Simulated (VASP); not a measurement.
# Fe in VASP: further runs

Runs on Fe. Level: PBEsol. Tasks: single point.

All numbers are computed with VASP 6.6.1; they aren't measurements. Logs are shortened: lines on timing, memory, paths and dates and some standing lists are left out, and cuts for length are marked.

**1. The cell of the first run**

The structure is cubic, space group Im-3m (No. 229). Conventional cell: a = 2.719 Å, b = 2.719 Å, c = 2.719 Å, α = 90.00°, β = 90.00°, γ = 90.00°. Fe (site symmetry m-3m) has 14 Fe at 2.35 to 2.72 Å within 3.1 Å.

**2. Single point, PBEsol, collinear spin, ferromagnetic start**

File INCAR:

```
PREC = Accurate
ENCUT = 520
EDIFF = 1E-7
ISMEAR = -1
SIGMA = 0.05
LREAL = False
LASPH = True
NELM = 150
ALGO = Normal
ISIF = 2
LWAVE = False
LCHARG = False
ISPIN = 2
MAGMOM = 3
LORBIT = 11
LMAXMIX = 4
GGA = PS
NBANDS = 14
```

File KPOINTS:

```
regular mesh
0
Gamma
  13 13 13
```

File POSCAR:

```
Fe
1.0
    0.0000000000      1.9226653112      1.9226727652
    1.3595315926      0.0000000000      1.9226727652
    1.3595315926      1.9226653112      0.0000000000
Fe
1
Direct
    0.0000000000      0.0000000000      0.0000000000
```

Potentials or basis: VASP PAW PBE potentials, release 64 (Fe).

Command:

```console
$ cat potpaw_PBE.64/Fe/POTCAR > POTCAR
$ mpirun -np 1 vasp_std > vasp.out
```

OUTCAR:

```text
PREC = Accurate
   ENCUT = 520
   EDIFF = 1E-7
   ISMEAR = -1
   LREAL = False
   LASPH = True
   NELM = 150
   ISIF = 2
   ISPIN = 2
   LORBIT = 11
   GGA = PS

 ion  position               nearest neighbor table
   1  0.000  0.000  0.000-

  LATTYP: Found a body centered cubic cell.
 ALAT       =     2.7190676621

  Lattice vectors:

 A1 = (  -1.3595315926,   0.0000000000,   1.9226727652)
 A2 = (   1.3595315926,  -1.9226653112,   0.0000000000)
 A3 = (   1.3595315926,   1.9226653112,   0.0000000000)

Analysis of symmetry for initial positions (statically):
=====================================================================
 Subroutine PRICEL returns:
 Original cell was already a primitive cell.

 Routine SETGRP: Setting up the symmetry group for a
 body centered cubic supercell.

 Subroutine GETGRP returns: Found 48 space group operations
 (whereof 48 operations were pure point group operations)
 out of a pool of 48 trial point group operations.

The static configuration has the point symmetry O_h .

Analysis of symmetry for dynamics (positions and initial velocities):
=====================================================================
 Subroutine PRICEL returns:
 Original cell was already a primitive cell.

 Routine SETGRP: Setting up the symmetry group for a
 body centered cubic supercell.

 Subroutine GETGRP returns: Found 48 space group operations
 (whereof 48 operations were pure point group operations)
 out of a pool of 48 trial point group operations.

The dynamic configuration has the point symmetry O_h .

Analysis of structural, dynamic, and magnetic symmetry:
=====================================================================
 Subroutine PRICEL returns:
 Original cell was already a primitive cell.

 Routine SETGRP: Setting up the symmetry group for a
 body centered cubic supercell.

 Subroutine GETGRP returns: Found 48 space group operations
 (whereof 48 operations were pure point group operations)
 out of a pool of 48 trial point group operations.

The overall configuration has the point symmetry O_h .

 Subroutine INISYM returns: Found 48 space group operations
 (whereof 48 operations are pure point group operations),
 and found     1 'primitive' translations

----------------------------------------------------------------------------------------

                                     Primitive cell

  volume of cell :      10.0514

  direct lattice vectors                    reciprocal lattice vectors
     0.000000000  1.922665311  1.922672765    -0.367773726  0.260055662  0.260054654
     1.359531593  0.000000000  1.922672765     0.367773726 -0.260055662  0.260054654
     1.359531593  1.922665311  0.000000000     0.367773726  0.260055662 -0.260054654

  length of vectors
     2.719064630  2.354781670  2.354775584     0.520110454  0.520110454  0.520110454

  position of ions in fractional coordinates (direct lattice)
     0.000000000  0.000000000  0.000000000

  ion indices of the primitive-cell ions
   primitive index   ion index
                 1           1

----------------------------------------------------------------------------------------

 KPOINTS: regular mesh

Automatic generation of k-mesh.
 Grid dimensions read from file:
 generate k-points for:   13   13   13

 Generating k-lattice:

  Cartesian coordinates                     Fractional coordinates (reciprocal lattice)
    -0.028290287  0.020004282  0.020004204     0.076923077  0.000000000  0.000000000
     0.028290287 -0.020004282  0.020004204     0.000000000  0.076923077  0.000000000
     0.028290287  0.020004282 -0.020004204     0.000000000  0.000000000  0.076923077

  Length of vectors
     0.040008496  0.040008496  0.040008496

  Shift w.r.t. Gamma in fractional coordinates (k-lattice)
     0.000000000  0.000000000  0.000000000

 Subroutine IBZKPT returns following result:
 ===========================================

 Found     84 irreducible k-points:

 Following reciprocal coordinates:
            Coordinates               Weight
  0.000000  0.000000  0.000000      1.000000
  0.076923 -0.000000  0.000000     12.000000
  0.153846  0.000000  0.000000     12.000000
  0.230769  0.000000  0.000000     12.000000
  0.307692  0.000000  0.000000     12.000000
  0.384615  0.000000  0.000000     12.000000
[... 16 lines left out ...]
  0.230769  0.076923  0.076923     24.000000
  0.307692  0.076923  0.076923     24.000000
 [... further k-points ...]
   k-points           NKPTS =     84   k-points in BZ     NKDIM =     84   number of bands    NBANDS=     14
   number of dos      NEDOS =    301   number of ions     NIONS =      1
   total plane-waves  NPLWV =   6480
   dimension x,y,z NGX =    20 NGY =   18 NGZ =   18
   dimension x,y,z NGXF=    40 NGYF=   36 NGZF=   36
   ions per type =               1
   NGX,Y,Z   is equivalent  to a cutoff of  12.23, 12.71, 12.71 a.u.
   NGXF,Y,Z  is equivalent  to a cutoff of  24.46, 25.42, 25.42 a.u.
 SYSTEM =  unknown system
[... 25 lines left out ...]
   EFERMI_NEDOS =   21; number of points for ismear=-14 and -15
   IALGO  =     38    algorithm
   IMIX   =      4    mixing-type and parameters
     AMIX     =   0.40;   BMIX     =  1.00
     AMIX_MAG =   1.60;   BMIX_MAG =  1.00
  volume/ion in A,a.u.               =      10.05        67.83
  Fermi-wavevector in a.u.,A,eV,Ry     =   1.517151  2.866999 31.317156  2.301746
  Thomas-Fermi vector in A             =   2.626445
   LORBIT       =     11    0 simple, 1 ext, 2 COOP (PROOUT), +10 PAW based schemes
   GGA     = PS    functional components
   LHFCALC =     F    Hartree Fock is set to
   AEXX    =    0.0000 exact exchange contribution
   IVDW    =     0    specifies the selected vdW correction
   LEPSILON=     F    determine dielectric tensor
   LRPA    =     F    only Hartree local field effects (RPA)
 spin polarized calculation
  energy-cutoff  :      520.00
  volume of cell :       10.05
 maximum number of plane-waves:       277
   NGX =  9   NGY =  9   NGZ =  9

 number of electron       8.0000006 magnetization       1.9927557

 Free energy of the ion-electron system (eV)
  ---------------------------------------------------
  ext. energy  EPLUGINS =         0.00000000
  ---------------------------------------------------
  free energy    TOTEN  =        -8.88074590 eV

  energy without entropy =       -8.87352933  energy(sigma->0) =       -8.87713761

 E-fermi :   7.1364     XC(G=0): -13.9895

 val. band max:        7.1020054496   @ k =  -0.2308   0.3846   0.2308
 cond. band min:       7.1382866405   @ k =  -0.4615   0.1538   0.1538
 fundamental gap:      0.0362811909
 Fermi energy:         7.1363541648

 spin component 1

 k-point     1 :       0.0000    0.0000    0.0000
  band No.  band energies     occupation
      1      -2.2499      1.00000
      2       4.4601      1.00000
      3       4.4601      1.00000
      4       4.4602      1.00000
      5       5.9980      1.00000
      6       5.9980      1.00000
      7      33.1412      0.00000
      8      33.1412      0.00000
      9      33.1413      0.00000
     10      39.1022      0.00000
     11      39.1022      0.00000
     12      42.1433      0.00000
     13      42.1433      0.00000
     14      42.1433      0.00000
[... 375 lines left out ...]
 k-point    24 :       0.3077    0.0769    0.0769
  band No.  band energies     occupation
      1       0.1219      1.00000
      2       4.0039      1.00000
      3       4.2642      1.00000
      4       5.4541      1.00000
      5       5.7072      1.00000
      6       6.3064      1.00000
      7      25.2574      0.00000
      8      29.4558      0.00000
      9      30.8264      0.00000
     10      35.9037      0.00000
     11      36.3129      0.00000
     12      38.5838      0.00000
     13      46.3154      0.00000
     14      46.8595      0.00000

 [... further k-points ...]

 spin component 2

 k-point     1 :       0.0000    0.0000    0.0000
  band No.  band energies     occupation
      1      -1.9724      1.00000
      2       6.1843      1.00000
      3       6.1844      1.00000
      4       6.1844      1.00000
      5       8.4684      0.00000
      6       8.4685      0.00000
      7      33.1000      0.00000
      8      33.1001      0.00000
      9      33.1002      0.00000
     10      39.4494      0.00000
     11      39.4494      0.00000
     12      42.8536      0.00000
     13      42.8536      0.00000
     14      42.8536      0.00000
[... 375 lines left out ...]
 k-point    24 :       0.3077    0.0769    0.0769
  band No.  band energies     occupation
      1       0.4763      1.00000
      2       5.6457      1.00000
      3       5.9182      1.00000
      4       7.5218      0.00045
      5       7.6736      0.00002
      6       8.7954      0.00000
      7      25.9222      0.00000
      8      29.7721      0.00000
      9      31.3757      0.00000
     10      36.3889      0.00000
     11      36.8868      0.00000
     12      39.0741      0.00000
     13      46.7972      0.00000
     14      47.1854      0.00000

 [... further k-points ...]
[... 5 lines left out ...]
  --------------------------------------------------------------------------------------
  -------------------------------------------------------------------------------------
  Total        1.2332909      1.2332875      1.2332970      0.0000000      0.0000000      0.0000000
  in kB      196.5838128    196.5832595    196.5847838      0.0000000      0.0000000      0.0000000
  external PRESSURE =     196.5839520 kB  Pullay stress =       0.0000000 kB

 VOLUME and BASIS-vectors are now :
 -----------------------------------------------------------------------------
  energy-cutoff  :      520.00
  volume of cell :       10.05
      direct lattice vectors                 reciprocal lattice vectors
     0.000000000  1.922665311  1.922672765    -0.367773726  0.260055662  0.260054654
     1.359531593  0.000000000  1.922672765     0.367773726 -0.260055662  0.260054654
     1.359531593  1.922665311  0.000000000     0.367773726  0.260055662 -0.260054654

 POSITION                                       TOTAL-FORCE (eV/Angst)
 -----------------------------------------------------------------------------------
      0.00000      0.00000      0.00000        -0.000000      0.000000     -0.000000
 -----------------------------------------------------------------------------------
    total drift:                                0.000000     -0.000000      0.000000

  FREE ENERGIE OF THE ION-ELECTRON SYSTEM (eV)
  ---------------------------------------------------
  free  energy   TOTEN  =        -8.8807458956 eV

  energy  without entropy=       -8.8735293301  energy(sigma->0) =       -8.87713761

 total charge

# of ion       s       p       d       tot
------------------------------------------
    1        0.546   0.664   6.350   7.560

 magnetization (x)

# of ion       s       p       d       tot
------------------------------------------
    1       -0.012  -0.050   2.026   1.964
```

It took 25 s on 1 thread of Intel Xeon Platinum 8259CL at 2.50GHz (Skylake/Cascade Lake), shared host; peak memory 0.14 GiB.

Results:

* Free energy: -8.8807 eV
* Pressure: 19.7 GPa
* Band gap on the k mesh: zero (filled and empty bands overlap)
* Net moment: 1.99 μB per cell
* Site moments: Fe +1.96 μB
* Valence electrons inside the program's atomic spheres: Fe 7.56

Levels at points of the mesh, in eV from the Fermi level:
Spin up:
```csv
k point,band 3,band 4,band 5,band 6,band 7,band 8
"(0.00, 0.00, 0.00)",-2.68,-2.68,-1.14,-1.14,26.00,26.00
```
Spin down:
```csv
k point,band 1,band 2,band 3,band 4,band 5,band 6,band 7
"(0.00, 0.00, 0.00)",-9.11,-0.95,-0.95,-0.95,1.33,1.33,25.96
```

Caveat: the PAW data sets were made with another functional, which shifts forces and pressure a little.

**3. Single point, PBEsol, collinear spin, ferromagnetic start**

This run uses another cell than the first one, of 9.77 Å³/atom, 0.972 times its volume.

Changes to INCAR since step 2:

```diff
@@ -2,3 +2,3 @@
 ENCUT = 520
-EDIFF = 1E-7
+EDIFF = 1E-6
 ISMEAR = -1
```

File KPOINTS:

```
Automatic mesh
0
Gamma
  13 13 13
```

File POSCAR:

```
Fe
1.0
    0.0000000000      1.9043946193      1.9044037470
    1.3463980616      0.0000000000      1.9044037470
    1.3463980616      1.9043946193      0.0000000000
Fe
1
Direct
    0.0000000000      0.0000000000      0.0000000000
```

Potentials or basis: VASP PAW PBE potentials, release 64 (Fe).

Command:

```console
$ cat potpaw_PBE.64/Fe/POTCAR > POTCAR
$ mpirun -np 1 vasp_std > vasp.out
```

It took 51 s on 1 thread of Intel Xeon Platinum 8259CL at 2.50GHz (Skylake/Cascade Lake), shared host; peak memory 0.16 GiB.

Results (log left out):

```
Free energy                                           : -8.8370 eV
Pressure                                              : 29.7 GPa
Band gap on the k mesh                                : zero (filled and empty bands overlap)
Net moment                                            : 1.96 μB per cell
Site moments                                          : Fe +1.93 μB
Valence electrons inside the program's atomic spheres : Fe 7.64
```

Levels at points of the mesh, in eV from the Fermi level:
Spin up:
```tsv
k point	band 3	band 4	band 5	band 6	band 7	band 8
(0.00, 0.00, 0.00)	-2.77	-2.77	-1.16	-1.16	26.26	26.26
```
Spin down:
| k point | band 1 | band 2 | band 3 | band 4 | band 5 | band 6 | band 7 | band 8 |
| --- | --- | --- | --- | --- | --- | --- | --- | --- |
| (0.00, 0.00, 0.00) | -9.31 | -1.08 | -1.08 | -1.08 | 1.28 | 1.28 | 26.23 | 26.23 |

Caveat: the PAW data sets were made with another functional, which shifts forces and pressure a little.

**4. Single point, PBEsol, collinear spin, ferromagnetic start**

This run uses another cell than the first one, of 10.38 Å³/atom, 1.032 times its volume.

File INCAR:

```
SYSTEM = Fe
  PREC = Accurate
  ENCUT = 520
  EDIFF = 1E-6
  ISMEAR = -1
  SIGMA = 0.05
  LREAL = .False.
  LASPH = .True.
  NELM = 150
  ALGO = Fast
  ISIF = 2
  LWAVE = .False.
  LCHARG = .False.
  ISPIN = 2
  MAGMOM = 3
  LORBIT = 11
  LMAXMIX = 4
  GGA = PS
  NBANDS = 14
```

File KPOINTS:

```
regular mesh
0
Gamma
  13 13 13
  0 0 0
```

File POSCAR:

```
Fe
1.0
    0.0000000000      1.9430932061      1.9431461317
    1.3739978217      0.0000000000      1.9431461317
    1.3739978217      1.9430932061      0.0000000000
Fe
1
Direct
    0.0000000000      0.0000000000      0.0000000000
```

Command:

```console
$ cat potpaw_PBE.64/Fe/POTCAR > POTCAR
$ mpirun -np 1 vasp_std > vasp.out
```

Run time: 87 s. Hardware: 1 thread of Intel Xeon Platinum 8259CL at 2.50GHz (Skylake/Cascade Lake), shared host; peak memory 0.2 GiB.

It converged, with:

```
Free energy                                           : -8.9102 eV
Pressure                                              : 9.7 GPa
Band gap on the k mesh                                : zero (filled and empty bands overlap)
Net moment                                            : 2.01 μB per cell
Site moments                                          : Fe +1.99 μB
Valence electrons inside the program's atomic spheres : Fe 7.48
```

Levels at points of the mesh, in eV from the Fermi level:
Spin up:
```tsv
k point	band 1	band 2	band 3	band 4	band 5	band 6	band 7	band 8	band 9	band 10
(0.00, 0.00, 0.00)	-9.15	-2.56	-2.56	-2.56	-1.11	-1.11	25.73	25.73	25.73	31.45
```
Spin down:
```
           k point  band 1  band 2  band 3  band 4  band 5  band 6  band 7
(0.00, 0.00, 0.00)   -8.89   -0.82   -0.82   -0.82    1.39    1.39   25.67
```

Caveat: the PAW data sets were made with another functional, which shifts forces and pressure a little.

**5. Single point, PBEsol, collinear spin, ferromagnetic start**

This run uses another cell than the first one, of 10.57 Å³/atom, 1.051 times its volume.

File INCAR:

```
SYSTEM = Fe
PREC = Accurate
ENCUT = 520
EDIFF = 1E-6
ISMEAR = -1
SIGMA = 0.05
LREAL = .False.
LASPH = .True.
NELM = 150
ALGO = Normal
ISIF = 2
LWAVE = .False.
LCHARG = .False.
ISPIN = 2
MAGMOM = 3
LORBIT = 11
LMAXMIX = 4
GGA = PS
NBANDS = 14
```

KPOINTS is that of step 4.

File POSCAR:

```
Fe
1.0
    0.0000000000      1.9547960193      1.9549686135
    1.3826932102      0.0000000000      1.9549686135
    1.3826932102      1.9547960193      0.0000000000
Fe
1
Direct
    0.0000000000      0.0000000000      0.0000000000
```

Command:

```console
$ cat potpaw_PBE.64/Fe/POTCAR > POTCAR
$ mpirun -np 1 vasp_std > vasp.out
```

Run time: 61 s. Hardware: 1 thread of Intel Xeon Platinum 8259CL at 2.50GHz (Skylake/Cascade Lake), shared host; peak memory 0.2 GiB.

The run converged. Its results:

* Free energy: -8.9189 eV
* Pressure: 5.0 GPa
* Band gap on the k mesh: zero (filled and empty bands overlap)
* Net moment: 2.04 μB per cell
* Site moments: Fe +2.01 μB
* Valence electrons inside the program's atomic spheres: Fe 7.43

Levels at points of the mesh, in eV from the Fermi level:
Spin up:
| k point | band 2 | band 3 | band 4 | band 5 | band 6 | band 7 | band 8 | band 9 |
| --- | --- | --- | --- | --- | --- | --- | --- | --- |
| (0.00, 0.00, 0.00) | -2.51 | -2.51 | -2.50 | -1.10 | -1.10 | 25.56 | 25.57 | 25.57 |
Spin down:
```csv
k point,band 1,band 2,band 3,band 4,band 5,band 6
"(0.00, 0.00, 0.00)",-8.76,-0.74,-0.74,-0.74,1.42,1.42
```

Caveat: the PAW data sets were made with another functional, which shifts forces and pressure a little.

**6. Single point, PBEsol, collinear spin, ferromagnetic start**

This run uses another cell than the first one, of 10.70 Å³/atom, 1.064 times its volume.

File INCAR:

```
PREC = Accurate
ENCUT = 520
EDIFF = 1E-6
ISMEAR = -1
SIGMA = 0.05
LREAL = False
LASPH = True
NELM = 150
ALGO = Fast
ISIF = 2
LWAVE = False
LCHARG = True
ISPIN = 2
MAGMOM = 3
LORBIT = 11
LMAXMIX = 4
GGA = PS
LELF = True
LVHAR = True
NBANDS = 14
```

File KPOINTS:

```
Automatic mesh
0
Gamma
  13 13 13
```

File POSCAR:

```
Fe
1.0
    0.0000000000      1.9627354435      1.9630415714
    1.3885037879      0.0000000000      1.9630415714
    1.3885037879      1.9627354435      0.0000000000
Fe
1
Direct
    0.0000000000      0.0000000000      0.0000000000
```

Potentials or basis: VASP PAW PBE potentials, release 64 (Fe).

Command:

```console
$ cat potpaw_PBE.64/Fe/POTCAR > POTCAR
$ mpirun -np 1 vasp_std > vasp.out
```

It took 64 s on 1 thread of Intel Xeon Platinum 8259CL at 2.50GHz (Skylake/Cascade Lake), shared host; peak memory 0.2 GiB.

It converged, with:

* Free energy: -8.9216 eV
* Pressure: 2.0 GPa
* Net moment: 2.05 μB per cell
* Site moments: Fe +2.04 μB
* Valence electrons inside the program's atomic spheres: Fe 7.41

Levels at points of the mesh, in eV from the Fermi level:
Spin up:
| k point | band 3 | band 4 | band 5 | band 6 | band 7 | band 8 |
| --- | --- | --- | --- | --- | --- | --- |
| (0.00, 0.00, 0.00) | -2.47 | -2.47 | -1.09 | -1.09 | 25.45 | 25.46 |
Spin down:
| k point | band 1 | band 2 | band 3 | band 4 | band 5 | band 6 |
| --- | --- | --- | --- | --- | --- | --- |
| (0.00, 0.00, 0.00) | -8.68 | -0.69 | -0.69 | -0.69 | 1.44 | 1.45 |

Caveat: the PAW data sets were made with another functional, which shifts forces and pressure a little.

**7. Summary**

```tsv
cell	gap on the mesh (eV)	pressure (GPa)	moment (μB)
a = 2.719, b = 2.355, c = 2.355 Å, angles 70.5, 54.7, 54.7°, 1 atom	none	19.7	1.99
a = 2.693, b = 2.332, c = 2.332 Å, angles 70.5, 54.7, 54.7°, 1 atom	none	29.7	1.96
a = 2.748, b = 2.380, c = 2.380 Å, angles 70.5, 54.7, 54.7°, 1 atom	none	9.7	2.01
a = 2.765, b = 2.395, c = 2.394 Å, angles 70.5, 54.7, 54.7°, 1 atom	none	5.0	2.04
a = 2.776, b = 2.404, c = 2.404 Å, angles 70.5, 54.7, 54.7°, 1 atom	none	2.0	2.05
```

Alike in all rows: task single point; level PBEsol; potentials or basis VASP PAW PBE potentials, release 64 (Fe); spin collinear, ferromagnetic start; k mesh 13 × 13 × 13; cutoff (eV) 520; smearing fermi-dirac 0.05 eV.

Caveats: the PAW data sets were made with another functional, which shifts forces and pressure a little.

Total energies depend on the potentials used, so only differences within one code and one set of settings carry meaning.
